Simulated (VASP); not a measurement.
# SmF (Fm-3m) in VASP: further runs

SmF is run at these levels: PBE; tasks: single point.

All numbers are computed with VASP 6.6.1; they aren't measurements. Logs are shortened: lines on timing, memory, paths and dates and some standing lists are left out, and cuts for length are marked.

## 1. The cell of the first run

It takes space group Fm-3m (No. 225, cubic). Conventional cell: a = 5.393 Å, b = 5.393 Å, c = 5.393 Å, α = 90.00°, β = 90.00°, γ = 90.00°. Within 3.6 Å of Sm (site symmetry m-3m) lie 6 F at 2.70 Å. F (site symmetry m-3m) has 6 Sm at 2.70 Å within 3.6 Å.

The cell was generated, and may not be a known phase.

## 2. Single point, PBE

The input, INCAR:

```
  PREC = Accurate
  ENCUT = 600
  EDIFF = 1E-6
  ISMEAR = 0
  SIGMA = 0.1
  LREAL = False
  LASPH = True
  NELM = 200
  ALGO = Normal
  ISIF = 2
  LWAVE = False
  LCHARG = True
  GGA = PE
  LELF = True
  LVHAR = True
  NBANDS = 16
  GGA_COMPAT = False
  LMAXMIX = 6
```

The input, KPOINTS:

```
regular mesh
0
Gamma
  6 6 6
```

The input, POSCAR:

```
SmF
1.0
    0.0000000000      2.6963117900      2.6963117900
    2.6963117900      0.0000000000      2.6963117900
    2.6963117900      2.6963117900      0.0000000000
Sm F
1 1
Direct
    0.0000000000      0.0000000000      0.0000000000
    0.5000000000      0.5000000000      0.5000000000
```

Potentials or basis: VASP PAW PBE potentials, release 64 (Sm_3, F), 4f in core.

Started as:

```
$ cat potpaw_PBE.64/Sm_3/POTCAR potpaw_PBE.64/F/POTCAR > POTCAR
$ mpirun -np 1 vasp_std > vasp.out
```

OUTCAR:

```text
PREC = Accurate
   ENCUT = 600
   EDIFF = 1E-6
   ISMEAR = 0
   LREAL = False
   LASPH = True
   NELM = 200
   ISIF = 2
   GGA = PE

 ion  position               nearest neighbor table
   1  0.000  0.000  0.000-   2 2.70   2 2.70   2 2.70   2 2.70   2 2.70   2 2.70
   2  0.500  0.500  0.500-   1 2.70   1 2.70   1 2.70   1 2.70   1 2.70   1 2.70

  LATTYP: Found a face centered cubic cell.
 ALAT       =     5.3926235800

  Lattice vectors:

 A1 = (   0.0000000000,   2.6963117900,   2.6963117900)
 A2 = (   2.6963117900,   0.0000000000,   2.6963117900)
 A3 = (   2.6963117900,   2.6963117900,   0.0000000000)

Analysis of symmetry for initial positions (statically):
=====================================================================
 Subroutine PRICEL returns:
 Original cell was already a primitive cell.

 Routine SETGRP: Setting up the symmetry group for a
 face centered cubic supercell.

 Subroutine GETGRP returns: Found 48 space group operations
 (whereof 48 operations were pure point group operations)
 out of a pool of 48 trial point group operations.

The static configuration has the point symmetry O_h .

Analysis of symmetry for dynamics (positions and initial velocities):
=====================================================================
 Subroutine PRICEL returns:
 Original cell was already a primitive cell.

 Routine SETGRP: Setting up the symmetry group for a
 face centered cubic supercell.

 Subroutine GETGRP returns: Found 48 space group operations
 (whereof 48 operations were pure point group operations)
 out of a pool of 48 trial point group operations.

The dynamic configuration has the point symmetry O_h .

 Subroutine INISYM returns: Found 48 space group operations
 (whereof 48 operations are pure point group operations),
 and found     1 'primitive' translations

----------------------------------------------------------------------------------------

                                     Primitive cell

  volume of cell :      39.2049

  direct lattice vectors                    reciprocal lattice vectors
     0.000000000  2.696311790  2.696311790    -0.185438495  0.185438495  0.185438495
     2.696311790  0.000000000  2.696311790     0.185438495 -0.185438495  0.185438495
     2.696311790  2.696311790  0.000000000     0.185438495  0.185438495 -0.185438495

  length of vectors
     3.813160702  3.813160702  3.813160702     0.321188895  0.321188895  0.321188895

  position of ions in fractional coordinates (direct lattice)
     0.000000000  0.000000000  0.000000000
     0.500000000  0.500000000  0.500000000

  ion indices of the primitive-cell ions
   primitive index   ion index
                 1           1
                 2           2

----------------------------------------------------------------------------------------

 KPOINTS: regular mesh

Automatic generation of k-mesh.
 Grid dimensions read from file:
 generate k-points for:    6    6    6

 Generating k-lattice:

  Cartesian coordinates                     Fractional coordinates (reciprocal lattice)
    -0.030906416  0.030906416  0.030906416     0.166666667  0.000000000  0.000000000
     0.030906416 -0.030906416  0.030906416     0.000000000  0.166666667  0.000000000
     0.030906416  0.030906416 -0.030906416     0.000000000  0.000000000  0.166666667

  Length of vectors
     0.053531482  0.053531482  0.053531482

  Shift w.r.t. Gamma in fractional coordinates (k-lattice)
     0.000000000  0.000000000  0.000000000

 Subroutine IBZKPT returns following result:
 ===========================================

 Found     16 irreducible k-points:

 Following reciprocal coordinates:
            Coordinates               Weight
  0.000000  0.000000  0.000000      1.000000
  0.166667  0.000000  0.000000      8.000000
  0.333333  0.000000  0.000000      8.000000
  0.500000  0.000000  0.000000      4.000000
  0.166667  0.166667  0.000000      6.000000
  0.333333  0.166667  0.000000     24.000000
[... 8 lines left out ...]
 -0.333333  0.333333  0.166667     24.000000
 -0.333333  0.500000  0.166667     12.000000
   k-points           NKPTS =     16   k-points in BZ     NKDIM =     16   number of bands    NBANDS=     16
   number of dos      NEDOS =    301   number of ions     NIONS =      2
   total plane-waves  NPLWV =  27000
   dimension x,y,z NGX =    30 NGY =   30 NGZ =   30
   dimension x,y,z NGXF=    60 NGYF=   60 NGZF=   60
   ions per type =               1   1
   NGX,Y,Z   is equivalent  to a cutoff of  13.08, 13.08, 13.08 a.u.
   NGXF,Y,Z  is equivalent  to a cutoff of  26.16, 26.16, 26.16 a.u.
 SYSTEM =  unknown system
   PREC   = accura    normal or accurate (medium, high low for compatibility)
   ISTART =      0    job   : 0-new  1-cont  2-samecut
   ICHARG =      2    charge: 1-file 2-atom 10-const
   ISPIN  =      1    spin polarized calculation?
   LNONCOLLINEAR =      F non collinear calculations
   LSORBIT =      F    spin-orbit coupling
   LASPH  =      T    aspherical Exc in radial PAW
   ENCUT  =  600.0 eV  44.10 Ry    6.64 a.u.   7.62  7.62  7.62*2*pi/ulx,y,z
   NELM   =    200;   NELMIN=  2; NELMDL= -5     # of ELM steps
   EDIFF  = 0.1E-05   stopping-criterion for ELM
   LREAL  =      F    real-space projection
[... 7 lines left out ...]
   TEBEG  =    0.0;   TEEND  =   0.0 temperature during run
   PSTRESS=    0.0 pullay stress
   NELECT =      18.0000    total number of electrons
   NUPDOWN=      -1.0000    fix difference up-down
   EMIN   =  10.00;   EMAX   =-10.00  energy-range for DOS
   EFERMI =   0.00;   METHOD = LEGACY
   ISMEAR =     0;   SIGMA  =   0.10  broadening in eV -4-tet -1-fermi 0-gaus
   EFERMI_NEDOS =   21; number of points for ismear=-14 and -15
   IALGO  =     38    algorithm
   IMIX   =      4    mixing-type and parameters
     AMIX     =   0.40;   BMIX     =  1.00
     AMIX_MAG =   1.60;   BMIX_MAG =  1.00
  volume/ion in A,a.u.               =      19.60       132.28
  Fermi-wavevector in a.u.,A,eV,Ry     =   1.262948  2.386626 21.701813  1.595038
  Thomas-Fermi vector in A             =   2.396330
   LORBIT       =      0    0 simple, 1 ext, 2 COOP (PROOUT), +10 PAW based schemes
   GGA     = PE    functional components
   LHFCALC =     F    Hartree Fock is set to
   AEXX    =    0.0000 exact exchange contribution
   IVDW    =     0    specifies the selected vdW correction
   LEPSILON=     F    determine dielectric tensor
   LRPA    =     F    only Hartree local field effects (RPA)
 non-spin polarized calculation
 Gauss-broadening in eV      SIGMA  =   0.10
  energy-cutoff  :      600.00
  volume of cell :       39.20
 maximum number of plane-waves:      1363
   NGX = 15   NGY = 15   NGZ = 15

 number of electron      17.9999991 magnetization

 Free energy of the ion-electron system (eV)
  ---------------------------------------------------
  ext. energy  EPLUGINS =         0.00000000
  ---------------------------------------------------
  free energy    TOTEN  =       -10.63060145 eV

  energy without entropy =      -10.61846989  energy(sigma->0) =      -10.62453567

 E-fermi :   4.4314     XC(G=0): -10.2361

 val. band max:        4.3718311785   @ k =  -0.3333   0.1667   0.0000
 cond. band min:       4.5149551501   @ k =  -0.1667   0.1667   0.0000
 fundamental gap:      0.1431239716
 Fermi energy:         4.4314247408

 k-point     1 :       0.0000    0.0000    0.0000
  band No.  band energies     occupation
      1     -37.6526      2.00000
      2     -21.1088      2.00000
      3     -16.7754      2.00000
      4     -16.7754      2.00000
      5     -16.7754      2.00000
      6      -2.4828      2.00000
[... 8 lines left out ...]
     15      11.8337      0.00000
     16      20.2291      0.00000

 k-point     2 :       0.1667    0.0000    0.0000
  band No.  band energies     occupation
      1     -37.6392      2.00000
      2     -21.1588      2.00000
      3     -16.8160      2.00000
      4     -16.7903      2.00000
      5     -16.7903      2.00000
      6      -2.8185      2.00000
[... 8 lines left out ...]
     15      13.1727      0.00000
     16      19.1978      0.00000

 k-point     3 :       0.3333    0.0000    0.0000
  band No.  band energies     occupation
      1     -37.6122      2.00000
      2     -21.2595      2.00000
      3     -16.8936      2.00000
      4     -16.8197      2.00000
      5     -16.8197      2.00000
      6      -3.3413      2.00000
[... 8 lines left out ...]
     15      13.8804      0.00000
     16      16.6320      0.00000

 k-point     4 :       0.5000    0.0000    0.0000
  band No.  band energies     occupation
      1     -37.5986      2.00000
      2     -21.3101      2.00000
      3     -16.9307      2.00000
      4     -16.8342      2.00000
      5     -16.8342      2.00000
      6      -3.5630      2.00000
[... 8 lines left out ...]
     15      11.9537      0.00000
     16      14.6581      0.00000

 k-point     5 :       0.1667    0.1667    0.0000
  band No.  band energies     occupation
      1     -37.6348      2.00000
      2     -21.1588      2.00000
      3     -16.8298      2.00000
      4     -16.8298      2.00000
      5     -16.8003      2.00000
      6      -3.0111      2.00000
[... 8 lines left out ...]
     15      13.6312      0.00000
     16      19.4253      0.00000

 k-point     6 :       0.3333    0.1667    0.0000
  band No.  band energies     occupation
      1     -37.6126      2.00000
      2     -21.2098      2.00000
      3     -16.9131      2.00000
      4     -16.8715      2.00000
      5     -16.8684      2.00000
      6      -3.2145      2.00000
[... 8 lines left out ...]
     15      14.6568      0.00000
     16      16.2201      0.00000
[... 115 lines left out ...]
 k-point    13 :       0.5000    0.5000    0.0000
  band No.  band energies     occupation
      1     -37.5825      2.00000
      2     -21.1061      2.00000
      3     -17.3293      2.00000
      4     -16.9908      2.00000
      5     -16.9908      2.00000
      6      -2.6937      2.00000
[... 8 lines left out ...]
     15      11.7255      0.00000
     16      14.0806      0.00000

 k-point    14 :       0.5000    0.3333    0.1667
  band No.  band energies     occupation
      1     -37.5950      2.00000
      2     -21.2095      2.00000
      3     -17.0310      2.00000
      4     -17.0167      2.00000
      5     -16.8535      2.00000
      6      -3.1469      2.00000
[... 8 lines left out ...]
     15      12.5040      0.00000
     16      14.7299      0.00000

 k-point    15 :      -0.3333    0.3333    0.1667
  band No.  band energies     occupation
      1     -37.5862      2.00000
      2     -21.2083      2.00000
      3     -17.0979      2.00000
      4     -17.0835      2.00000
      5     -16.8439      2.00000
      6      -3.1429      2.00000
[... 8 lines left out ...]
     15      11.5924      0.00000
     16      13.8882      0.00000

 k-point    16 :      -0.3333    0.5000    0.1667
  band No.  band energies     occupation
      1     -37.5822      2.00000
      2     -21.1563      2.00000
      3     -17.2469      2.00000
      4     -17.0778      2.00000
      5     -16.8769      2.00000
      6      -2.9341      2.00000
[... 8 lines left out ...]
     15      11.2825      0.00000
     16      13.3196      0.00000

------------------------ aborting loop because EDIFF is reached ----------------------------------------

  FORCE on cell =-STRESS in cart. coord.  units (eV):
  Direction    XX          YY          ZZ          XY          YZ          ZX
  --------------------------------------------------------------------------------------
  -------------------------------------------------------------------------------------
  Total       -0.9601317     -0.9601317     -0.9601317     -0.0000000      0.0000000      0.0000000
  in kB      -39.2374753    -39.2374753    -39.2374753     -0.0000000      0.0000000      0.0000000
  external PRESSURE =     -39.2374753 kB  Pullay stress =       0.0000000 kB

 VOLUME and BASIS-vectors are now :
 -----------------------------------------------------------------------------
  energy-cutoff  :      600.00
  volume of cell :       39.20
      direct lattice vectors                 reciprocal lattice vectors
     0.000000000  2.696311790  2.696311790    -0.185438495  0.185438495  0.185438495
     2.696311790  0.000000000  2.696311790     0.185438495 -0.185438495  0.185438495
     2.696311790  2.696311790  0.000000000     0.185438495  0.185438495 -0.185438495

 POSITION                                       TOTAL-FORCE (eV/Angst)
 -----------------------------------------------------------------------------------
      0.00000      0.00000      0.00000         0.000000     -0.000000      0.000000
      2.69631      2.69631      2.69631        -0.000000      0.000000     -0.000000
 -----------------------------------------------------------------------------------
    total drift:                                0.000000      0.000000      0.000000

  FREE ENERGIE OF THE ION-ELECTRON SYSTEM (eV)
  ---------------------------------------------------
  free  energy   TOTEN  =       -10.6306014515 eV

  energy  without entropy=      -10.6184698895  energy(sigma->0) =      -10.62453567
```

Run time: 11 s. Hardware: 1 thread of Intel Xeon Platinum 8259CL at 2.50GHz (Skylake/Cascade Lake), shared host; peak memory 0.17 GiB.

What came out:

```
Free energy            : -10.6306 eV
Pressure               : -3.9 GPa
Band gap on the k mesh : zero (bands 9 and 10 overlap by 0.31 eV)
```

Caveat: the cell stands under tension; spin-orbit coupling is left out, which moves the levels of the heavy elements; the 4f electrons are frozen in the core, so they carry no moment and show no levels; the run has no spin polarisation, though such a crystal can be magnetic. Spin polarisation is off, so any magnetic state and its effect on volume and gap are missing.

## 3. Single point, PBE

This run uses another cell than the first one, of 17.83 Å³/atom.

The input, INCAR:

```
PREC = Accurate ; ENCUT = 600
EDIFF = 1E-6 ; ISMEAR = 0
SIGMA = 0.1 ; LREAL = F
LASPH = T ; NELM = 200
ALGO = Normal ; ISIF = 2
LWAVE = F ; LCHARG = F
GGA = PE ; NBANDS = 16
GGA_COMPAT = F ; LMAXMIX = 6
```

The input, KPOINTS:

```
regular mesh
0
Gamma
  18 18 18
```

The input, POSCAR:

```
SmF
1.0
    0.0000000000      2.6124794434      2.6124794434
    2.6124794434      0.0000000000      2.6124794434
    2.6124794434      2.6124794434      0.0000000000
Sm F
1 1
Direct
    0.0000000000      0.0000000000      0.0000000000
    0.5000000000      0.5000000000      0.5000000000
```

Potentials or basis: VASP PAW PBE potentials, release 64 (Sm_3, F), 4f in core.

Started as:

```
$ cat potpaw_PBE.64/Sm_3/POTCAR potpaw_PBE.64/F/POTCAR > POTCAR
$ mpirun -np 1 vasp_std > vasp.out
```

Run time: 1.7 min. Hardware: 1 thread of Intel Xeon Platinum 8259CL at 2.50GHz (Skylake/Cascade Lake), shared host; peak memory 0.28 GiB.

The run converged. Its results:

```
Free energy            : -10.6925 eV
Pressure               : 0.0 GPa
Band gap on the k mesh : zero (bands 9 and 10 overlap by 1.08 eV)
```

Levels at points of the mesh, in eV from the Fermi level:
```tsv
k point	band 5	band 6	band 7	band 8	band 9	band 10	band 11	band 12	band 13	band 14
(0.00, 0.00, 0.00)	-21.00	-7.42	-7.42	-7.42	-2.36	0.57	0.57	0.57	2.57	2.57
(0.50, 0.00, 0.00)	-21.08	-8.62	-8.11	-8.11	-0.29	2.44	2.44	3.17	5.33	5.33
(0.50, 0.50, 0.00)	-21.31	-7.53	-7.43	-7.43	-2.13	0.93	4.25	4.26	5.05	5.05
```

Caveat: spin-orbit coupling is left out, which moves the levels of the heavy elements; the 4f electrons are frozen in the core, so they carry no moment and show no levels; the run has no spin polarisation, though such a crystal can be magnetic.

The gap in the log of VASP goes by the Fermi energy; the results here count the filled bands.